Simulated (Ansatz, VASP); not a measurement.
## AlN: VASP beside Ansatz

File INCAR:

```
SYSTEM = AlN
PREC     = Accurate       ! precision mode
ENCUT    = 520            ! plane-wave cutoff, eV
EDIFF    = 1E-6           ! SCF threshold, eV
ISMEAR   = 0              ! smearing method
SIGMA    = 0.01           ! smearing width, eV
LREAL    = Auto         
LASPH    = .True.         ! aspherical terms in the spheres
NELM     = 80             ! most SCF steps
ALGO     = Normal         ! electronic algorithm
ISIF     = 2              ! what is computed and relaxed
LWAVE    = .False.        ! write WAVECAR
LCHARG   = .True.         ! write CHGCAR
GGA      = PE             ! functional
LELF     = .True.         ! ELF
LVHAR    = .True.       
NBANDS   = 96             ! bands
```

File KPOINTS:

```
Automatic mesh
0
Gamma
  3 3 3
  0 0 0
```

The input POSCAR:

```
AlN
1.0
    4.6953126305     -2.7108400111     -5.0180433215
   -4.6953126305     -2.7108400111     -5.0180433215
    0.0000000000      5.4216800223     -5.0180433215
Al N
18 18
Direct
    0.2780330358      0.2780330358      0.9446997025
    0.9446997025      0.2780330358      0.2780330358
    0.6113663692      0.9446997025      0.9446997025
    0.6113663692      0.2780330358      0.6113663692
    0.2780330358      0.9446997025      0.2780330358
    0.9446997025      0.6113663692      0.9446997025
    0.9446997025      0.9446997025      0.6113663692
    0.6113663692      0.6113663692      0.2780330358
    0.2780330358      0.6113663692      0.6113663692
    0.8891441469      0.2224774803      0.8891441469
    0.5558108136      0.2224774803      0.2224774803
    0.2224774803      0.8891441469      0.8891441469
    0.2224774803      0.2224774803      0.5558108136
    0.8891441469      0.8891441469      0.2224774803
    0.5558108136      0.5558108136      0.8891441469
    0.5558108136      0.8891441469      0.5558108136
    0.2224774803      0.5558108136      0.2224774803
    0.8891441469      0.5558108136      0.5558108136
    0.1508558531      0.1508558531      0.8175225197
    0.8175225197      0.1508558531      0.1508558531
    0.4841891864      0.8175225197      0.8175225197
    0.4841891864      0.1508558531      0.4841891864
    0.1508558531      0.8175225197      0.1508558531
    0.8175225197      0.4841891864      0.8175225197
    0.8175225197      0.8175225197      0.4841891864
    0.4841891864      0.4841891864      0.1508558531
    0.1508558531      0.4841891864      0.4841891864
    0.0953002975      0.4286336308      0.0953002975
    0.7619669642      0.4286336308      0.4286336308
    0.4286336308      0.0953002975      0.0953002975
    0.4286336308      0.4286336308      0.7619669642
    0.0953002975      0.0953002975      0.4286336308
    0.7619669642      0.7619669642      0.0953002975
    0.7619669642      0.0953002975      0.7619669642
    0.4286336308      0.7619669642      0.4286336308
    0.0953002975      0.7619669642      0.7619669642
```

Input for Ansatz:

```yaml
crystal:
  lattice:
    - [4.6953126305, -2.7108400111, -5.0180433215]
    - [-4.6953126305, -2.7108400111, -5.0180433215]
    - [0.0, 5.4216800223, -5.0180433215]
  atoms:
    - { symbol: Al, position: [0.2780330358, 0.2780330358, 0.9446997025] }
    - { symbol: Al, position: [0.9446997025, 0.2780330358, 0.2780330358] }
    - { symbol: Al, position: [0.6113663692, 0.9446997025, 0.9446997025] }
    - { symbol: Al, position: [0.6113663692, 0.2780330358, 0.6113663692] }
    - { symbol: Al, position: [0.2780330358, 0.9446997025, 0.2780330358] }
    - { symbol: Al, position: [0.9446997025, 0.6113663692, 0.9446997025] }
    - { symbol: Al, position: [0.9446997025, 0.9446997025, 0.6113663692] }
    - { symbol: Al, position: [0.6113663692, 0.6113663692, 0.2780330358] }
    - { symbol: Al, position: [0.2780330358, 0.6113663692, 0.6113663692] }
    - { symbol: Al, position: [0.8891441469, 0.2224774803, 0.8891441469] }
    - { symbol: Al, position: [0.5558108136, 0.2224774803, 0.2224774803] }
    - { symbol: Al, position: [0.2224774803, 0.8891441469, 0.8891441469] }
    - { symbol: Al, position: [0.2224774803, 0.2224774803, 0.5558108136] }
    - { symbol: Al, position: [0.8891441469, 0.8891441469, 0.2224774803] }
    - { symbol: Al, position: [0.5558108136, 0.5558108136, 0.8891441469] }
    - { symbol: Al, position: [0.5558108136, 0.8891441469, 0.5558108136] }
    - { symbol: Al, position: [0.2224774803, 0.5558108136, 0.2224774803] }
    - { symbol: Al, position: [0.8891441469, 0.5558108136, 0.5558108136] }
    - { symbol: "N", position: [0.1508558531, 0.1508558531, 0.8175225197] }
    - { symbol: "N", position: [0.8175225197, 0.1508558531, 0.1508558531] }
    - { symbol: "N", position: [0.4841891864, 0.8175225197, 0.8175225197] }
    - { symbol: "N", position: [0.4841891864, 0.1508558531, 0.4841891864] }
    - { symbol: "N", position: [0.1508558531, 0.8175225197, 0.1508558531] }
    - { symbol: "N", position: [0.8175225197, 0.4841891864, 0.8175225197] }
    - { symbol: "N", position: [0.8175225197, 0.8175225197, 0.4841891864] }
    - { symbol: "N", position: [0.4841891864, 0.4841891864, 0.1508558531] }
    - { symbol: "N", position: [0.1508558531, 0.4841891864, 0.4841891864] }
    - { symbol: "N", position: [0.0953002975, 0.4286336308, 0.0953002975] }
    - { symbol: "N", position: [0.7619669642, 0.4286336308, 0.4286336308] }
    - { symbol: "N", position: [0.4286336308, 0.0953002975, 0.0953002975] }
    - { symbol: "N", position: [0.4286336308, 0.4286336308, 0.7619669642] }
    - { symbol: "N", position: [0.0953002975, 0.0953002975, 0.4286336308] }
    - { symbol: "N", position: [0.7619669642, 0.7619669642, 0.0953002975] }
    - { symbol: "N", position: [0.7619669642, 0.0953002975, 0.7619669642] }
    - { symbol: "N", position: [0.4286336308, 0.7619669642, 0.4286336308] }
    - { symbol: "N", position: [0.0953002975, 0.7619669642, 0.7619669642] }
basis:
  ecutwfc: 420
  xc_grid: 2
kpoints:
  mp_grid: { grid: [3, 3, 3], shift: [0.0, 0.0, 0.0] }
hamiltonian:
  xc: pbe
scf:
  occupations: { method: gaussian, width: 0.01 }
output:
  forces: true
  stress: true
  eigenvalues: true
```

Alike in both runs: task single point; functional PBE; k mesh 3 × 3 × 3; occupations gaussian, width 0.01 eV; no spin polarisation.

|  | VASP | Ansatz |
| --- | --- | --- |
| version | VASP 6.6.1 | Ansatz 0.2.0 |
| potentials or method | VASP PAW PBE potentials, release 64 (Al, N), cutoff 520 eV | scalar-relativistic, plane waves, PAW |
| valence electrons in the cell | 144 | 144 |

Ansatz gave:

* gap on the k mesh at the Fermi level (eV): 4.03
* least direct gap on the mesh (eV): 4.03
* pressure (GPa): 0.0
* traceless stress, the component that is largest in VASP (GPa): 0.00

Which values does VASP return?

gap on the k mesh at the Fermi level (eV): 4.04; least direct gap on the mesh (eV): 4.04; pressure (GPa): -0.3; traceless stress, the component that is largest in VASP (GPa): 0.06.

With one functional, cell and mesh, what is left measures potentials, basis and numerics.
